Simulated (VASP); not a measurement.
# GaO3 (P-6m2) in VASP: notebook

GaO3 is run at these levels: PBE; tasks: single point, relaxation of cell and atoms.

All numbers are computed with VASP 6.6.1; they aren't measurements. Logs are shortened: lines on timing, memory, paths and dates and some standing lists are left out, and cuts for length are marked.

## 1. The cell of the first run

The structure is hexagonal, space group P-6m2 (No. 187). Conventional cell: a = 2.489 Å, b = 2.489 Å, c = 8.263 Å, α = 90.00°, β = 90.00°, γ = 120.00°. Within 3.3 Å of Ga (site symmetry -6m2) lie 6 Ga at 2.49 Å and 6 O at 2.49 Å. O (site symmetry -6m2) has 12 O at 2.49 to 2.54 Å within 3.3 Å. Within 3.3 Å of O (site symmetry 3m) lie 9 O at 2.49 to 2.54 Å and 3 Ga at 2.49 Å.

## 2. Single point, PBE, collinear spin, ferromagnetic start

The input, INCAR:

```
SYSTEM = GaO3
  PREC = Accurate
  ENCUT = 520
  EDIFF = 1E-7
  ISMEAR = 0
  SIGMA = 0.1
  LREAL = .FALSE.
  LASPH = .TRUE.
  NELM = 150
  ALGO = Normal
  ISIF = 2
  LWAVE = .FALSE.
  LCHARG = .FALSE.
  ISPIN = 2
  MAGMOM = 0 1 1 1
  LORBIT = 11
  GGA = PE
  NBANDS = 28
```

The input, KPOINTS:

```
regular mesh
0
G
  6 6 2
  0 0 0
```

The input, POSCAR:

```
GaO3
1.0
    2.4893083900      0.0000000000      0.0000000000
   -1.2446542000      2.1558043100      0.0000000000
    0.0000000000      0.0000000000      8.2634843600
Ga O
1 3
Direct
    0.6666666700      0.3333333300      0.0000000000
    0.6666666700      0.3333333300      0.5000000000
    0.3333333300      0.6666666700      0.2463857700
    0.3333333300      0.6666666700      0.7536142300
```

Potentials or basis: VASP PAW PBE potentials, release 64 (Ga_d, O).

Run with:

```
> cat potpaw_PBE.64/Ga_d/POTCAR potpaw_PBE.64/O/POTCAR > POTCAR
> mpirun -np 1 vasp_std > vasp.out
```

OUTCAR:

```text
SYSTEM = GaO3
   PREC = Accurate
   ENCUT = 520
   EDIFF = 1E-7
   ISMEAR = 0
   LREAL = .FALSE.
   LASPH = .TRUE.
   NELM = 150
   ISIF = 2
   ISPIN = 2
   LORBIT = 11
   GGA = PE

 ion  position               nearest neighbor table
   1  0.667  0.333  0.000-
   2  0.667  0.333  0.500-
   3  0.333  0.667  0.246-
   4  0.333  0.667  0.754-

  LATTYP: Found a hexagonal cell.
 ALAT       =     2.4893083900
 C/A-ratio  =     3.3195904506

  Lattice vectors:

 A1 = (   2.4893083900,   0.0000000000,   0.0000000000)
 A2 = (  -1.2446542000,   2.1558043100,   0.0000000000)
 A3 = (   0.0000000000,   0.0000000000,   8.2634843600)

Analysis of symmetry for initial positions (statically):
=====================================================================
 Subroutine PRICEL returns:
 Original cell was already a primitive cell.

 Routine SETGRP: Setting up the symmetry group for a
 hexagonal supercell.

 Subroutine GETGRP returns: Found 12 space group operations
 (whereof 12 operations were pure point group operations)
 out of a pool of 24 trial point group operations.

The static configuration has the point symmetry D_3h.

Analysis of symmetry for dynamics (positions and initial velocities):
=====================================================================
 Subroutine PRICEL returns:
 Original cell was already a primitive cell.

 Routine SETGRP: Setting up the symmetry group for a
 hexagonal supercell.

 Subroutine GETGRP returns: Found 12 space group operations
 (whereof 12 operations were pure point group operations)
 out of a pool of 24 trial point group operations.

The dynamic configuration has the point symmetry D_3h.

Analysis of structural, dynamic, and magnetic symmetry:
=====================================================================
 Subroutine PRICEL returns:
 Original cell was already a primitive cell.

 Routine SETGRP: Setting up the symmetry group for a
 hexagonal supercell.

 Subroutine GETGRP returns: Found 12 space group operations
 (whereof 12 operations were pure point group operations)
 out of a pool of 24 trial point group operations.

The overall configuration has the point symmetry D_3h.

 Subroutine INISYM returns: Found 12 space group operations
 (whereof 12 operations are pure point group operations),
 and found     1 'primitive' translations

[... 113 lines left out ...]
   LHFCALC =     F    Hartree Fock is set to
   AEXX    =    0.0000 exact exchange contribution
   IVDW    =     0    specifies the selected vdW correction
   LEPSILON=     F    determine dielectric tensor
   LRPA    =     F    only Hartree local field effects (RPA)
 spin polarized calculation
 Gauss-broadening in eV      SIGMA  =   0.10
  energy-cutoff  :      520.00
  volume of cell :       44.35
 maximum number of plane-waves:      1218
 NGX is ok and might be reduce to    20
   NGX =  9   NGY =  9   NGZ = 31

 number of electron      30.9999993 magnetization       4.8887588

 Free energy of the ion-electron system (eV)
  ---------------------------------------------------
  ext. energy  EPLUGINS =         0.00000000
  ---------------------------------------------------
  free energy    TOTEN  =       -12.25852819 eV

  energy without entropy =      -12.24627714  energy(sigma->0) =      -12.25240266

 E-fermi :   2.3831     XC(G=0): -11.1593

 val. band max:        2.3752053737   @ k =   0.3333   0.0000   0.5000
 cond. band min:       2.3908673482   @ k =   0.5000   0.0000   0.0000
 fundamental gap:      0.0156619745
 Fermi energy:         2.3830951665

 spin component 1

 k-point     1 :       0.0000    0.0000    0.0000
  band No.  band energies     occupation
      1     -17.3108      1.00000
      2     -16.6659      1.00000
      3     -16.1027      1.00000
      4     -13.2608      1.00000
      5     -12.9640      1.00000
      6     -12.9640      1.00000
[... 409 lines left out ...]
     26      22.4951      0.00000
     27      22.7953      0.00000
 Fermi energy:         2.3830951665

 spin component 2

 k-point     1 :       0.0000    0.0000    0.0000
  band No.  band energies     occupation
      1     -15.0120      1.00000
      2     -14.4992      1.00000
      3     -13.2332      1.00000
      4     -13.0896      1.00000
      5     -12.9376      1.00000
      6     -12.9376      1.00000
[... 409 lines left out ...]
     26      23.5235      0.00000
     27      23.6161      0.00000
 [bands above 27 left out]

------------------------ aborting loop because EDIFF is reached ----------------------------------------

  FORCE on cell =-STRESS in cart. coord.  units (eV):
  Direction    XX          YY          ZZ          XY          YZ          ZX
  --------------------------------------------------------------------------------------
  -------------------------------------------------------------------------------------
  Total        4.2407287      4.2407288     -3.2737752     -0.0000000      0.0000000      0.0000000
  in kB      153.2144854    153.2144863   -118.2791490     -0.0000004      0.0000000      0.0000000
  external PRESSURE =      62.7166076 kB  Pullay stress =       0.0000000 kB

 VOLUME and BASIS-vectors are now :
 -----------------------------------------------------------------------------
  energy-cutoff  :      520.00
  volume of cell :       44.35
      direct lattice vectors                 reciprocal lattice vectors
     2.489308390  0.000000000  0.000000000     0.401718005  0.231931999  0.000000000
    -1.244654200  2.155804310  0.000000000     0.000000000  0.463863995  0.000000000
     0.000000000  0.000000000  8.263484360     0.000000000  0.000000000  0.121014327

 POSITION                                       TOTAL-FORCE (eV/Angst)
 -----------------------------------------------------------------------------------
      1.24465      0.71860      0.00000         0.000000      0.000000      0.000000
      1.24465      0.71860      4.13174         0.000000      0.000000      0.000000
     -0.00000      1.43720      2.03600        -0.000000     -0.000000     -1.015533
     -0.00000      1.43720      6.22748         0.000000     -0.000000      1.015533
 -----------------------------------------------------------------------------------
    total drift:                                0.000011     -0.000006      0.000000

  FREE ENERGIE OF THE ION-ELECTRON SYSTEM (eV)
  ---------------------------------------------------
  free  energy   TOTEN  =       -12.2585281865 eV

  energy  without entropy=      -12.2462771365  energy(sigma->0) =      -12.25240266

 total charge

# of ion       s       p       d       tot
------------------------------------------
    1        0.906   0.710  10.043  11.659
    2        1.642   2.897   0.000   4.539
    3        1.630   3.036   0.000   4.667
    4        1.630   3.036   0.000   4.667
--------------------------------------------------
tot          5.809   9.680  10.043  25.531

 magnetization (x)

# of ion       s       p       d       tot
------------------------------------------
    1        0.033  -0.012   0.007   0.028
    2        0.018   1.698   0.000   1.716
    3        0.015   1.206   0.000   1.220
    4        0.015   1.206   0.000   1.220
--------------------------------------------------
tot          0.080   4.097   0.007   4.184
```

stdout:

```text
POSCAR found type information on POSCAR GaO
 POSCAR found :  2 types and       4 ions
 scaLAPACK will be used
 LDA part: xc-table for (Slater+PW92), standard interpolation
 POSCAR, INCAR and KPOINTS ok, starting setup
 FFT: planning ... GRIDC
 FFT: planning ... GRID_SOFT
 FFT: planning ... GRID
 WAVECAR not read
 entering main loop
```

Wall time 27 s (1 thread of Intel Xeon 6975P-C (Granite Rapids), shared host); peak memory 0.19 GiB.

Results:

| Item | Value |
| --- | --- |
| Free energy | -12.2585 eV |
| Pressure | 6.3 GPa |
| Largest force | 1.016 eV/Å |
| Net moment | 4.89 μB per cell |
| Site moments | Ga +0.03; O +1.72, +1.22 μB |
| Valence electrons inside the program's atomic spheres | Ga 11.66; O 4.54, 4.67 |

Forces in eV/Å, atoms in the order of the input:
```
Ga   0.000  0.000  0.000
O    0.000  0.000  0.000
O    0.000  0.000 -1.016
O    0.000  0.000  1.016
```

Levels at points of the mesh, in eV from the Fermi level:
Spin up:
```
           k point  band 15  band 16  band 17  band 18  band 19  band 20  band 21  band 22
(0.00, 0.00, 0.00)    -0.64    -0.64    -0.58    -0.58     4.49    13.05    15.58    16.19
(0.50, 0.00, 0.00)    -1.90    -1.49    -1.28    -1.02     0.74     7.73    12.08    12.35
(0.00, 0.00, 0.50)    -0.65    -0.65    -0.58    -0.58     4.28    13.96    14.01    17.50
(0.50, 0.00, 0.50)    -1.88    -1.54    -1.25    -0.77     0.61     7.74    12.08    12.33
```
Spin down:
| k point | band 11 | band 12 | band 13 | band 14 | band 15 | band 16 |
| --- | --- | --- | --- | --- | --- | --- |
| (0.00, 0.00, 0.00) | -0.22 | 0.43 | 2.22 | 2.22 | 2.28 | 2.28 |
| (0.50, 0.00, 0.00) | -3.44 | -1.84 | -0.97 | 0.01 | 1.05 | 1.28 |
| (0.00, 0.00, 0.50) | -2.03 | 1.93 | 2.23 | 2.23 | 2.27 | 2.27 |
| (0.50, 0.00, 0.50) | -3.40 | -2.32 | -0.53 | -0.12 | 1.11 | 1.20 |

Caveat: the k points lie up to 0.49 Å⁻¹ apart; forces of over 1 eV/Å act on the atoms, so gaps and moduli don't describe the material at rest.

## 3. Single point, PBE, collinear spin, ferromagnetic start

This run uses another cell than the first one, of 12.88 Å³/atom, 1.162 times its volume.

The input, INCAR:

```
ALGO = Normal ; EDIFF = 1E-6
ENCUT = 520 ; GGA = PE
ISIF = 2 ; ISMEAR = 0
ISPIN = 2 ; LASPH = True
LCHARG = False ; LORBIT = 11
LREAL = False ; LWAVE = False
MAGMOM = 0 1 1 1 ; NBANDS = 28
NELM = 150 ; PREC = Accurate
SIGMA = 0.1
```

The input, KPOINTS:

```
k-points
0
Gamma
  6 6 2
```

The input, POSCAR:

```
GaO3
1.0
    2.9477573785      0.0000000034      0.0000000000
   -1.4738786922      2.5528327723      0.0000000000
    0.0000000000      0.0000000000      6.8453667504
Ga O
1 3
Direct
    0.6666666667      0.3333333333      0.0000000000
    0.6666666667      0.3333333333      0.5000000000
    0.3333333333      0.6666666667      0.1587142971
    0.3333333333      0.6666666667      0.8412857029
```

Potentials or basis: VASP PAW PBE potentials, release 64 (Ga_d, O).

Run with:

```
> cat potpaw_PBE.64/Ga_d/POTCAR potpaw_PBE.64/O/POTCAR > POTCAR
> mpirun -np 1 vasp_std > vasp.out
```

It took 23 s on 1 thread of Intel Xeon 6975P-C (Granite Rapids), shared host; peak memory 0.2 GiB.

The run converged. Its results:

```yaml
Free_energy: -17.6871 eV
Pressure: 0.6 GPa
Largest_force: 0.055 eV/Å
Band_gap_on_the_k_mesh: zero (filled and empty bands overlap)
Net_moment: 3.00 μB per cell
Site_moments: Ga -0.03; O +1.67, +0.43 μB
Valence_electrons_inside_the_program's_atomic_spheres: Ga 11.62; O 4.51, 4.91
```

Forces in eV/Å, atoms in the order of the input:
```
Ga   0.000  0.000  0.000
O    0.000  0.000  0.000
O    0.000  0.000  0.055
O    0.000  0.000 -0.055
```

Stress tensor (GPa, compression positive):
```
0.65 0.00 0.00
0.00 0.65 0.00
0.00 0.00 0.55
```

Levels at points of the mesh, in eV from the Fermi level:
Spin up:
```
           k point  band 15  band 16  band 17  band 18  band 19  band 20
(0.00, 0.00, 0.00)    -0.66    -0.48    -0.48     2.26     8.19    10.19
(0.50, 0.00, 0.00)    -2.33    -0.77    -0.47     6.00     7.11    11.59
(0.00, 0.00, 0.50)    -1.05    -0.48    -0.48     2.42     7.75    11.16
(0.50, 0.00, 0.50)    -2.45    -0.75    -0.40     5.98     7.18    11.50
```
Spin down:
```
           k point  band 12  band 13  band 14  band 15  band 16  band 17
(0.00, 0.00, 0.00)    -0.83    -0.08    -0.08     1.15     1.15     1.71
(0.50, 0.00, 0.00)    -2.32    -0.88    -0.39     0.55     0.74     1.45
(0.00, 0.00, 0.50)    -0.09    -0.09     0.09     0.62     1.16     1.16
(0.50, 0.00, 0.50)    -2.31    -1.19    -0.43     0.67     0.77     1.45
```

Caveat: the k points lie up to 0.46 Å⁻¹ apart.

## 4. Single point, PBE, collinear spin, ferromagnetic start

This run uses another cell than the first one, of 12.84 Å³/atom, 1.159 times its volume.

The input, INCAR:

```
SYSTEM = GaO3
PREC = Accurate ; ENCUT = 520
EDIFF = 1E-7 ; ISMEAR = 0
SIGMA = 0.1 ; LREAL = .False.
LASPH = .True. ; NELM = 150
ALGO = Normal ; ISIF = 2
LWAVE = .False. ; LCHARG = .False.
ISPIN = 2 ; MAGMOM = 0 1.07 1.07 1.07
LORBIT = 11 ; GGA = PE
NBANDS = 28
```

The input, KPOINTS:

```
Automatic mesh
0
Gamma
  6 6 4
  0 0 0
```

The input, POSCAR:

```
GaO3
1.0
    2.9446832720      0.0000000000      0.0000000000
   -1.4723416360      2.5501705196      0.0000000000
    0.0000000000      0.0000000000      6.8414281611
Ga O
1 3
Direct
    0.6666666667      0.3333333333      0.0000000000
    0.6666666667      0.3333333333      0.5000000000
    0.3333333333      0.6666666667      0.1592492572
    0.3333333333      0.6666666667      0.8407507428
```

Potentials or basis: VASP PAW PBE potentials, release 64 (Ga_d, O).

Run with:

```
> cat potpaw_PBE.64/Ga_d/POTCAR potpaw_PBE.64/O/POTCAR > POTCAR
> mpirun -np 1 vasp_std > vasp.out
```

OUTCAR:

```text
SYSTEM = GaO3
   PREC = Accurate
   ENCUT = 520
   EDIFF = 1E-7
   ISMEAR = 0
   LREAL = .False.
   LASPH = .True.
   NELM = 150
   ISIF = 2
   ISPIN = 2
   LORBIT = 11
   GGA = PE

 ion  position               nearest neighbor table
   1  0.667  0.333  0.000-   3 2.02   4 2.02   3 2.02   4 2.02   3 2.02   4 2.02
   2  0.667  0.333  0.500-
   3  0.333  0.667  0.159-   1 2.02   1 2.02   1 2.02
   4  0.333  0.667  0.841-   1 2.02   1 2.02   1 2.02

  LATTYP: Found a hexagonal cell.
 ALAT       =     2.9446832720
 C/A-ratio  =     2.3233154568

  Lattice vectors:

 A1 = (   2.9446832720,   0.0000000000,   0.0000000000)
 A2 = (  -1.4723416360,   2.5501705196,   0.0000000000)
 A3 = (   0.0000000000,   0.0000000000,   6.8414281611)

Analysis of symmetry for initial positions (statically):
=====================================================================
 Subroutine PRICEL returns:
 Original cell was already a primitive cell.

 Routine SETGRP: Setting up the symmetry group for a
 hexagonal supercell.

[... 1456 lines left out ...]
  FORCE on cell =-STRESS in cart. coord.  units (eV):
  Direction    XX          YY          ZZ          XY          YZ          ZX
  --------------------------------------------------------------------------------------
  -------------------------------------------------------------------------------------
  Total        0.2078021      0.2078021      0.0430341      0.0000000      0.0000000      0.0000000
  in kB        6.4804601      6.4804601      1.3420507      0.0000000      0.0000000      0.0000000
  external PRESSURE =       4.7676570 kB  Pullay stress =       0.0000000 kB

 VOLUME and BASIS-vectors are now :
 -----------------------------------------------------------------------------
  energy-cutoff  :      520.00
  volume of cell :       51.38
      direct lattice vectors                 reciprocal lattice vectors
     2.944683272  0.000000000  0.000000000     0.339595097  0.196065320  0.000000000
    -1.472341636  2.550170520  0.000000000     0.000000000  0.392130641  0.000000000
     0.000000000  0.000000000  6.841428161     0.000000000  0.000000000  0.146168311

 POSITION                                       TOTAL-FORCE (eV/Angst)
 -----------------------------------------------------------------------------------
      1.47234      0.85006      0.00000         0.000000      0.000000      0.000000
      1.47234      0.85006      3.42071        -0.000000     -0.000000      0.000000
     -0.00000      1.70011      1.08949        -0.000000     -0.000000      0.080692
     -0.00000      1.70011      5.75194        -0.000000     -0.000000     -0.080692
 -----------------------------------------------------------------------------------
    total drift:                               -0.000002      0.000001      0.000000

  FREE ENERGIE OF THE ION-ELECTRON SYSTEM (eV)
  ---------------------------------------------------
  free  energy   TOTEN  =       -17.6947458541 eV

  energy  without entropy=      -17.6898273718  energy(sigma->0) =      -17.69228661

 total charge

# of ion       s       p       d       tot
------------------------------------------
    1        0.688   0.722  10.215  11.625
    2        1.634   2.879   0.000   4.513
    3        1.592   3.321   0.000   4.914
    4        1.592   3.321   0.000   4.914
--------------------------------------------------
tot          5.507  10.244  10.215  25.965

 magnetization (x)

# of ion       s       p       d       tot
------------------------------------------
    1       -0.021  -0.021   0.008  -0.034
    2        0.017   1.661   0.000   1.678
    3        0.005   0.424   0.000   0.429
    4        0.005   0.424   0.000   0.429
--------------------------------------------------
tot          0.005   2.488   0.008   2.501
```

OSZICAR:

```text
N       E                     dE             d eps       ncg     rms          rms(c)
DAV:   1     0.291415603825E+03    0.29142E+03   -0.14603E+04  2704   0.166E+03
DAV:   2     0.173621897139E+02   -0.27405E+03   -0.24761E+03  2524   0.476E+02
[... 11 lines left out ...]
DAV:  14    -0.176947324625E+02   -0.35181E-04   -0.14391E-04  2548   0.752E-02    0.161E-02
DAV:  15    -0.176947414242E+02   -0.89617E-05   -0.12606E-05  2548   0.243E-02    0.887E-03
DAV:  16    -0.176947446738E+02   -0.32495E-05   -0.23585E-06  2492   0.101E-02    0.358E-03
DAV:  17    -0.176947457671E+02   -0.10933E-05   -0.70797E-07  2548   0.530E-03    0.149E-03
DAV:  18    -0.176947458699E+02   -0.10285E-06   -0.37781E-08  1936   0.146E-03    0.596E-04
DAV:  19    -0.176947458541E+02    0.15773E-07   -0.11586E-08  1360   0.799E-04
   1 F= -.17694746E+02 E0= -.17692287E+02  d E =-.491848E-02  mag=     3.0000
```

stdout:

```text
POSCAR found type information on POSCAR GaO
 POSCAR found :  2 types and       4 ions
 scaLAPACK will be used
 LDA part: xc-table for (Slater+PW92), standard interpolation
 POSCAR, INCAR and KPOINTS ok, starting setup
 FFT: planning ... GRIDC
 FFT: planning ... GRID_SOFT
 FFT: planning ... GRID
 WAVECAR not read
 entering main loop
```

Run time: 30 s. Hardware: 1 thread of Intel Xeon 6975P-C (Granite Rapids), shared host; peak memory 0.22 GiB.

What came out:

- Free energy: -17.6947 eV
- Pressure: 0.5 GPa
- Largest force: 0.081 eV/Å
- Band gap on the k mesh: zero (filled and empty bands overlap)
- Net moment: 3.00 μB per cell
- Site moments: Ga -0.03; O +1.68, +0.43 μB
- Valence electrons inside the program's atomic spheres: Ga 11.62; O 4.51, 4.91

Forces on the atoms (eV/Å):
```
Ga   0.000  0.000  0.000
O    0.000  0.000  0.000
O    0.000  0.000  0.081
O    0.000  0.000 -0.081
```

Levels at points of the mesh, in eV from the Fermi level:
Spin up:
```tsv
k point	band 15	band 16	band 17	band 18	band 19	band 20
(0.00, 0.00, 0.00)	-0.61	-0.45	-0.45	2.33	8.26	10.26
(0.50, 0.00, 0.00)	-2.31	-0.74	-0.43	6.06	7.13	11.65
(0.00, 0.00, 0.50)	-1.01	-0.44	-0.44	2.49	7.82	11.22
(0.50, 0.00, 0.50)	-2.45	-0.71	-0.36	6.03	7.20	11.56
```
Spin down:
```tsv
k point	band 11	band 12	band 13	band 14	band 15	band 16	band 17	band 18
(0.00, 0.00, 0.00)	-0.93	-0.83	-0.03	-0.03	1.20	1.20	1.72	2.90
(0.50, 0.00, 0.00)	-2.89	-2.26	-0.84	-0.34	0.55	0.78	1.47	6.28
(0.00, 0.00, 0.50)	-0.93	-0.04	-0.04	0.10	0.63	1.20	1.20	3.32
(0.50, 0.00, 0.50)	-2.75	-2.25	-1.16	-0.39	0.67	0.81	1.47	6.23
```

Caveat: the k points lie up to 0.41 Å⁻¹ apart.

(Part 1 of 2 ends here.)
